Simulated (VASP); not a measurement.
# BaTiO3 in VASP: single point with PBE

Aim: the single point of BaTiO3 with PBE.

Everything below comes from runs of VASP 6.6.1. Logs are shortened: lines on timing, memory, paths and dates and some standing lists are left out, and cuts for length are marked.

## 1. The cell of the first run

The cell holds a slab with vacuum, 30 atoms: a = 5.657 Å, b = 6.957 Å, c = 20.968 Å, α = 90.00°, β = 90.00°, γ = 90.00°.

## 2. Single point, PBE

The input, INCAR:

```
SYSTEM = BaTiO3
ALGO = Normal
EDIFF = 1E-7
ENCUT = 520
GGA = PE
ISIF = 2
ISMEAR = -1
LASPH = .True.
LCHARG = .False.
LREAL = Auto
LWAVE = .False.
NBANDS = 141
NELM = 60
PREC = Accurate
SIGMA = 0.05
```

The input, KPOINTS:

```
k-points
0
Gamma
  2 2 1
  0 0 0
```

The input, POSCAR:

```
BaTiO3
1.0
    5.6572970000      0.0000000000      0.0000000000
    0.0000000000      6.9566990000      0.0000000000
    0.0000000000      0.0000000000     20.9677940000
Ba Ti O
6 6 18
Direct
    0.0000000000      0.0000000000      0.0476922000
    0.0000000000      0.3340612076      0.2137582088
    0.5000000000      0.6596410301      0.1345237275
    0.5000000000      0.0067581340      0.2913382466
    0.5000000000      0.3501477127      0.4652153793
    0.0000000000      0.6651173620      0.3787479583
    0.5000000000      0.1397144778      0.1255139968
    0.0000000000      0.4864000000      0.0476922000
    0.0000000000      0.8438581466      0.2174658620
    0.0000000000      0.1681386549      0.3832125419
    0.5000000000      0.4804451899      0.2902127911
    0.5000000000      0.8148024808      0.4383437861
    0.7568325476      0.0027396803      0.1601977898
    0.5000000000      0.0122333000      0.0490630000
    0.2431674524      0.0027396803      0.1601977898
    0.2456000000      0.3455667000      0.0859503000
    0.5000000000      0.3355583743      0.2063886182
    0.7544000000      0.3455667000      0.0859503000
    0.2430615617      0.6754235894      0.2367624212
    0.0000000000      0.6875568547      0.0947441038
    0.7569384383      0.6754235894      0.2367624212
    0.2603850709      0.0209594820      0.4066083909
    0.0000000000     -0.0003846254      0.2844324500
    0.7396149291      0.0209594820      0.4066083909
    0.7469963870      0.3454742761      0.3241205489
    0.0000000000      0.3369569847      0.4439955032
    0.2530036130      0.3454742761      0.3241205489
    0.7241783883      0.6860454735      0.4795899927
    0.5000000000      0.6776202558      0.3583494615
    0.2758216117      0.6860454735      0.4795899927
```

Potentials or basis: VASP PAW PBE potentials, release 64 (Ba_sv, Ti_sv, O).

Command:

```
$ cat potpaw_PBE.64/Ba_sv/POTCAR potpaw_PBE.64/Ti_sv/POTCAR potpaw_PBE.64/O/POTCAR > POTCAR
$ mpirun -np 1 vasp_std > vasp.out
```

OUTCAR:

```text
SYSTEM = BaTiO3
   EDIFF = 1E-7
   ENCUT = 520
   GGA = PE
   ISIF = 2
   ISMEAR = -1
   LASPH = .True.
   LREAL = Auto
   NELM = 60
   PREC = Accurate

 ion  position               nearest neighbor table
   1  0.000  0.000  0.048-  20 2.39  15 2.73  13 2.73  14 2.83  14 2.83  16 2.89  18 2.89   8 3.38
                             7 3.41   7 3.41   8 3.57   9 3.72   3 4.11   3 4.11   2 4.19
   2  0.000  0.334  0.214-  25 2.72  27 2.72  23 2.76  21 2.79  19 2.79  17 2.83  17 2.83  15 2.91
                            13 2.91  16 3.02  18 3.02  11 3.41  11 3.41   9 3.41   9 3.55   8 3.64
   3  0.500  0.660  0.135-  19 2.59  21 2.59  17 2.71  16 2.81  18 2.81  15 2.85  13 2.85  20 2.96
                            20 2.96  14 3.04   7 3.35  11 3.49   9 3.56   9 3.56   8 3.57   8 3.57
   4  0.500  0.007  0.291-  29 2.69  24 2.77  22 2.77  27 2.82  25 2.82  23 2.83  23 2.83  17 2.90
                            21 2.96  19 2.96  13 3.11  15 3.11  11 3.30  12 3.36   9 3.42   9 3.42
   5  0.500  0.350  0.465-  28 2.68  30 2.68  26 2.86  26 2.86  22 2.93  24 2.93  29 3.20  25 3.27
                            27 3.27  12 3.28  10 3.54  10 3.54  12 3.77  11 3.78   6 4.01   6 4.01
   6  0.000  0.665  0.379-  28 2.63  30 2.63  26 2.66  29 2.86  29 2.86  25 2.88  27 2.88  24 2.94
                            22 2.94  23 3.05  12 3.26  12 3.26  21 3.28  19 3.28  10 3.46  10 3.50
   7  0.500  0.140  0.126-  14 1.83  13 1.88  15 1.88  17 2.18  16 2.19  18 2.19   3 3.35   1 3.41
                             1 3.41   4 3.60   3 3.62   2 3.64   2 3.64
   8  0.000  0.486  0.048-  20 1.71  18 1.88  16 1.88   1 3.38   1 3.57   3 3.57   3 3.57   2 3.64

   9  0.000  0.844  0.217-  23 1.77  21 1.85  19 1.85  15 2.13  13 2.13   2 3.41   4 3.42   4 3.42
                             2 3.55   3 3.56   3 3.56   6 3.60   1 3.72
  10  0.000  0.168  0.383-  26 1.73  24 1.86  22 1.86  25 2.26  27 2.26  23 2.38   6 3.46   6 3.50
                             5 3.54   5 3.54   4 3.60   4 3.60   2 3.74
  11  0.500  0.480  0.290-  25 1.83  27 1.83  29 1.98  17 2.03  21 2.28  19 2.28   4 3.30   2 3.41
                             2 3.41   3 3.49   6 3.62   6 3.62   4 3.66   5 3.78
  12  0.500  0.815  0.438-  28 1.78  30 1.78  29 1.93  24 2.08  22 2.08   6 3.26   6 3.26   5 3.28
                             4 3.36   5 3.77
  13  0.757  0.003  0.160-   7 1.88   9 2.13   1 2.73   3 2.85   2 2.91   4 3.11
  14  0.500  0.012  0.049-   7 1.83   1 2.83   1 2.83   3 3.04
  15  0.243  0.003  0.160-   7 1.88   9 2.13   1 2.73   3 2.85   2 2.91   4 3.11
  16  0.246  0.346  0.086-   8 1.88   7 2.19   3 2.81   1 2.89   2 3.02
  17  0.500  0.336  0.206-  11 2.03   7 2.18   3 2.71   2 2.83   2 2.83   4 2.90
  18  0.754  0.346  0.086-   8 1.88   7 2.19   3 2.81   1 2.89   2 3.02
  19  0.243  0.675  0.237-   9 1.85  11 2.28   3 2.59   2 2.79   4 2.96   6 3.28
  20  0.000  0.688  0.095-   8 1.71   1 2.39   3 2.96   3 2.96
  21  0.757  0.675  0.237-   9 1.85  11 2.28   3 2.59   2 2.79   4 2.96   6 3.28
  22  0.260  0.021  0.407-  10 1.86  12 2.08   4 2.77   5 2.93   6 2.94
  23  0.000  1.000  0.284-   9 1.77  10 2.38   2 2.76   4 2.83   4 2.83   6 3.05
  24  0.740  0.021  0.407-  10 1.86  12 2.08   4 2.77   5 2.93   6 2.94
  25  0.747  0.345  0.324-  11 1.83  10 2.26   2 2.72   4 2.82   6 2.88   5 3.27
  26  0.000  0.337  0.444-  10 1.73   6 2.66   5 2.86   5 2.86
  27  0.253  0.345  0.324-  11 1.83  10 2.26   2 2.72   4 2.82   6 2.88   5 3.27
  28  0.724  0.686  0.480-  12 1.78   6 2.63   5 2.68
  29  0.500  0.678  0.358-  12 1.93  11 1.98   4 2.69   6 2.86   6 2.86   5 3.20
  30  0.276  0.686  0.480-  12 1.78   6 2.63   5 2.68

  LATTYP: Found a simple orthorhombic cell.
[... 195 lines left out ...]
   LORBIT       =      0    0 simple, 1 ext, 2 COOP (PROOUT), +10 PAW based schemes
   GGA     = PE    functional components
   LHFCALC =     F    Hartree Fock is set to
   AEXX    =    0.0000 exact exchange contribution
   IVDW    =     0    specifies the selected vdW correction
   LEPSILON=     F    determine dielectric tensor
   LRPA    =     F    only Hartree local field effects (RPA)
 non-spin polarized calculation
  energy-cutoff  :      520.00
  volume of cell :      825.21
 maximum number of plane-waves:     22286
   NGX = 21   NGY = 25   NGZ = 77

 number of electron     240.0000008 magnetization

 Free energy of the ion-electron system (eV)
  ---------------------------------------------------
  ext. energy  EPLUGINS =         0.00000000
  ---------------------------------------------------
  free energy    TOTEN  =      -231.82877419 eV

  energy without entropy =     -231.76550549  energy(sigma->0) =     -231.79713984

 E-fermi :   0.1023     XC(G=0):  -6.1419

 val. band max:        0.0662695500   @ k =   0.0000   0.0000   0.0000
 cond. band min:       0.1109214210   @ k =   0.0000   0.5000   0.0000
 fundamental gap:      0.0446518710
 Fermi energy:         0.1022635549

 k-point     1 :       0.0000    0.0000    0.0000
  band No.  band energies     occupation
      1     -57.8720      2.00000
      2     -56.9588      2.00000
      3     -56.6740      2.00000
      4     -56.6582      2.00000
      5     -55.9982      2.00000
      6     -55.6989      2.00000
[... 529 lines left out ...]
    131       3.0820      0.00000
    132       3.1475      0.00000
 [bands above 132 left out]

------------------------ aborting loop because EDIFF is reached ----------------------------------------

  FORCE on cell =-STRESS in cart. coord.  units (eV):
  Direction    XX          YY          ZZ          XY          YZ          ZX
  --------------------------------------------------------------------------------------
  -------------------------------------------------------------------------------------
  Total        7.8054663     19.9215991      0.4354593      0.0000000      2.1615911      0.0000000
  in kB       15.1546008     38.6785198      0.8454604      0.0000000      4.1968089      0.0000000
  external PRESSURE =      18.2261937 kB  Pullay stress =       0.0000000 kB

 VOLUME and BASIS-vectors are now :
 -----------------------------------------------------------------------------
  energy-cutoff  :      520.00
  volume of cell :      825.21
      direct lattice vectors                 reciprocal lattice vectors
     5.657297000  0.000000000  0.000000000     0.176762860  0.000000000  0.000000000
     0.000000000  6.956699000  0.000000000     0.000000000  0.143746337  0.000000000
     0.000000000  0.000000000 20.967794000     0.000000000  0.000000000  0.047692189

 POSITION                                       TOTAL-FORCE (eV/Angst)
 -----------------------------------------------------------------------------------
      0.00000      0.00000      1.00000         0.000000      1.571210     -0.165896
      0.00000      2.32396      4.48204         0.000000     -0.013336     -0.120904
      2.82865      4.58892      2.82067         0.000000      0.036292     -0.276057
      2.82865      0.04701      6.10872         0.000000     -0.005134     -0.088288
      2.82865      2.43587      9.75454         0.000000     -0.139374      0.067229
      0.00000      4.62702      7.94151         0.000000      0.027079     -0.141999
[... 22 lines left out ...]
      2.82865      4.71400      7.51380         0.000000     -0.049610      0.027719
      1.56040      4.77261     10.05594        -0.069647      0.037435      0.151065
 -----------------------------------------------------------------------------------
    total drift:                                0.000000     -0.006965      0.011085

  FREE ENERGIE OF THE ION-ELECTRON SYSTEM (eV)
  ---------------------------------------------------
  free  energy   TOTEN  =      -231.8287741865 eV

  energy  without entropy=     -231.7655054905  energy(sigma->0) =     -231.79713984
```

stdout:

```text
POSCAR found type information on POSCAR BaTiO
 POSCAR found :  3 types and      30 ions
 scaLAPACK will be used
 LDA part: xc-table for (Slater+PW92), standard interpolation
 POSCAR, INCAR and KPOINTS ok, starting setup
 FFT: planning ... GRIDC
 FFT: planning ... GRID_SOFT
 FFT: planning ... GRID
 WAVECAR not read
 entering main loop
```

Run time: 22 min. Hardware: 1 thread of Intel Xeon Platinum 8375C at 2.90GHz (Ice Lake), shared host; peak memory 0.89 GiB.

Results:

```yaml
Free_energy: -231.8288 eV
Largest_force: 5.057 eV/Å
Band_gap_on_the_k_mesh: zero (bands 120 and 121 overlap by 0.04 eV)
```

Forces on the atoms (eV/Å):
```
Ba   0.000  1.571 -0.166
Ba   0.000 -0.013 -0.121
Ba   0.000  0.036 -0.276
Ba   0.000 -0.005 -0.088
Ba   0.000 -0.139  0.067
Ba   0.000  0.027 -0.142
Ti   0.000  0.073  0.027
Ti   0.000 -3.949  3.159
Ti   0.000 -0.029 -0.164
Ti   0.000  0.004 -0.132
Ti   0.000  0.130 -0.033
Ti   0.000  0.114 -0.096
O    0.027 -0.011  0.082
O    0.000 -0.104  0.208
O   -0.027 -0.011  0.082
O   -1.426  1.256 -1.858
O    0.000 -0.036 -0.006
O    1.426  1.256 -1.858
O   -0.001 -0.011  0.108
O    0.000 -0.110  0.211
O    0.001 -0.011  0.108
O    0.014 -0.028  0.048
O    0.000  0.062  0.133
O   -0.014 -0.028  0.048
O    0.042 -0.052  0.081
O    0.000  0.034  0.167
O   -0.042 -0.052  0.081
O    0.070  0.037  0.151
O    0.000 -0.050  0.028
O   -0.070  0.037  0.151
```

Levels at points of the mesh, in eV from the Fermi level:
```csv
k point,band 118,band 119,band 120,band 121,band 122,band 123
"(0.00, 0.00, 0.00)",-0.82,-0.74,-0.04,-0.04,1.21,1.40
"(0.50, 0.00, 0.00)",-0.80,-0.73,-0.36,0.23,1.22,1.36
"(0.00, 0.50, 0.00)",-0.81,-0.68,0.01,0.08,1.33,1.49
"(0.50, 0.50, 0.00)",-0.82,-0.77,-0.31,0.27,1.20,1.51
```

Caveat: the k points lie up to 0.56 Å⁻¹ apart; spin-orbit coupling is left out, which moves the levels of the heavy elements; semilocal functionals often make such compounds metallic where correlation or magnetic order opens a gap, which also shifts bond lengths.
